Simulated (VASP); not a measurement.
Write the native input for VASP 6.6.1 that does the following.

* Task: single point
* Functional: r2SCAN
* Potentials or basis: VASP PAW PBE potentials, release 64 (Mn_pv, S)
* Cutoff: 550 eV
* k mesh: 10 × 10 × 10
* Occupations: gaussian, width 0.05 eV
* Spin: collinear spin, ferromagnetic start
* Starting moments: [5.0, 0.0] μB
* Dipole correction: no
* Further INCAR settings: ALGO = Normal; EDIFF = 1e-06; NBANDS = 20

MnS:

```
Mn S
1.0
     0.00000    2.82277    2.82277
     2.82277    0.00000    2.82277
     2.82277    2.82277    0.00000
Mn S
1 1
Direct
  0.00000 0.00000 0.00000
  0.25000 0.25000 0.25000
```

These files were run (other wordings do the same):

POSCAR

```
MnS
1.0
    0.0000000000      2.8227655993      2.8227655993
    2.8227655993      0.0000000000      2.8227655993
    2.8227655993      2.8227655993      0.0000000000
Mn S
1 1
Direct
    0.0000000000      0.0000000000      0.0000000000
    0.2500000000      0.2500000000      0.2500000000
```

INCAR.step1

```
ALGO     = Normal         # electronic algorithm
EDIFF    = 1E-5           # SCF threshold, eV
ENCUT    = 550            # plane-wave cutoff, eV
GGA      = PE             # functional
GGA_COMPAT= F            
ISMEAR   = 0              # smearing method
ISPIN    = 2              # spin polarisation
LASPH    = T              # aspherical terms in the spheres
LCHARG   = F              # write CHGCAR
LMAXMIX  = 4              # l up to which the mixer works
LREAL    = F              # projectors in reciprocal space
LWAVE    = T              # write WAVECAR
MAGMOM   = 5 0            # initial moments
NBANDS   = 20             # bands
NELM     = 200            # most SCF steps
PREC     = Accurate       # precision mode
SIGMA    = 0.05           # smearing width, eV
```

INCAR.step2

```
ALGO     = Normal         # electronic algorithm
EDIFF    = 1E-6           # SCF threshold, eV
ENCUT    = 550            # plane-wave cutoff, eV
GGA_COMPAT= F            
ISIF     = 2              # what is computed and relaxed
ISMEAR   = 0              # smearing method
ISPIN    = 2              # spin polarisation
ISTART   = 1            
LASPH    = T              # aspherical terms in the spheres
LCHARG   = F              # write CHGCAR
LMAXMIX  = 4              # l up to which the mixer works
LMIXTAU  = T            
LORBIT   = 11             # projections on sites
LREAL    = F              # projectors in reciprocal space
LWAVE    = F              # write WAVECAR
MAGMOM   = 5 0            # initial moments
METAGGA  = R2SCAN         # meta-GGA
NBANDS   = 20             # bands
NELM     = 200            # most SCF steps
PREC     = Accurate       # precision mode
SIGMA    = 0.05           # smearing width, eV
```

KPOINTS

```
k-points
0
Gamma
  10 10 10
```

Potentials or basis: VASP PAW PBE potentials, release 64 (Mn_pv, S).

Run with:

```console
$ cat potpaw_PBE.64/Mn_pv/POTCAR potpaw_PBE.64/S/POTCAR > POTCAR
$ cp INCAR.step1 INCAR
$ mpirun -np 1 vasp_std > vasp.out
$ cp INCAR.step2 INCAR
$ mpirun -np 1 vasp_std > vasp.out
```

Results of the run:

```yaml
Pressure: 0.1 GPa
Band_gap_on_the_k_mesh: 0.73 eV (least direct gap 1.23 eV)
Net_moment: 5.00 μB per cell
Site_moments: Mn +4.47; S +0.07 μB
Valence_electrons_inside_the_program's_atomic_spheres: Mn 11.34; S 3.79
```

Caveat: the PAW data sets were made with another functional, which shifts forces and pressure a little; a cell with one magnetic atom can't hold antiferromagnetic order, which such compounds often take.

Wall time 11 min on 1 thread of Oxide Virtual Turin-like Processor, with other jobs on the host, peak memory 0.22 GiB.
